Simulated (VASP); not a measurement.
Runs of VASP 6.6.1 on MgO. The structure is that of space group Fm-3m (No. 225), or close to it. The cells are those of the table. 

| cell | gap on the mesh (eV) | pressure (GPa) |
| --- | --- | --- |
| a = 2.950 Å, angles 60.0°, 2 atoms | 4.92 | 4.4 |
| a = 2.919 Å, angles 60.0°, 2 atoms | (a) | 10.4 |
| a = 2.888 Å, angles 60.0°, 2 atoms | 5.59 | 17.5 |
| a = 3.067 Å, angles 60.0°, 2 atoms | (b) | -12.1 |
| a = 3.009 Å, angles 60.0°, 2 atoms | 4.34 | -5.2 |
| a = 3.038 Å, angles 60.0°, 2 atoms | 4.08 | -8.9 |

Alike in all rows: task single point; level PBEsol; potentials or basis VASP PAW PBE potentials, release 64 (Mg, O); no spin polarisation; k mesh 10 × 10 × 10; cutoff (eV) 600; smearing gaussian 0.02 eV.

Question: Estimate the missing entries.

Answer: (a) 5.24; (b) 3.84.

Caveats: the PAW data sets were made with another functional, which shifts forces and pressure a little; the cell stands under pressure (at least some runs); the cell stands under tension (at least some runs).

